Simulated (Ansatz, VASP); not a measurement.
**MgCd2TeSe2: VASP beside Ansatz**

```
CELL_PARAMETERS angstrom
4.58693 0.00000 0.00000
-2.29346 3.97240 0.00000
0.00000 0.00000 7.62060
ATOMIC_POSITIONS crystal
Mg 0.00000 0.00000 0.50000
Cd 0.66667 0.33333 0.65929
Cd 0.33333 0.66667 0.34071
Te 0.00000 0.00000 0.00000
Se 0.66667 0.33333 0.26735
Se 0.33333 0.66667 0.73265
```

Change from the starting cell: species swapped into the LiSmCu2P2 type (P-3m1, No. 164).

Alike in both runs: task single point; functional PBE; k mesh 6 × 6 × 2; occupations gaussian, width 0.1 eV; no spin polarisation.

```csv
,VASP,Ansatz
version,VASP 6.6.1,Ansatz 0.2.0
potentials or method,"VASP PAW PBE potentials, release 64 (Mg, Cd, Te, Se), cutoff 520 eV","scalar-relativistic, plane waves, PAW"
valence electrons in the cell,44,98
```

```tsv
	VASP	Ansatz	Ansatz less VASP
gap on the k mesh at the Fermi level (eV)	none	none	-
pressure (GPa)	6.7	6.4	-0.22
traceless stress, the component that is largest in VASP (GPa)	-2.94	-2.87	+0.074
rms of the force components (eV/Å)	0.293	0.288	-0.0048
```

Atom by atom the forces differ by 0.011 eV/Å (rms over components). A gap of «none» marks a metal or a gap that the smearing closes. VASP's potentials hold 44 valence electrons a cell and Ansatz's 98, so a difference there can come from the potentials and not from the codes.

The k mesh is coarse, so the values compare programs but aren't converged. Neither program's run includes spin-orbit coupling.
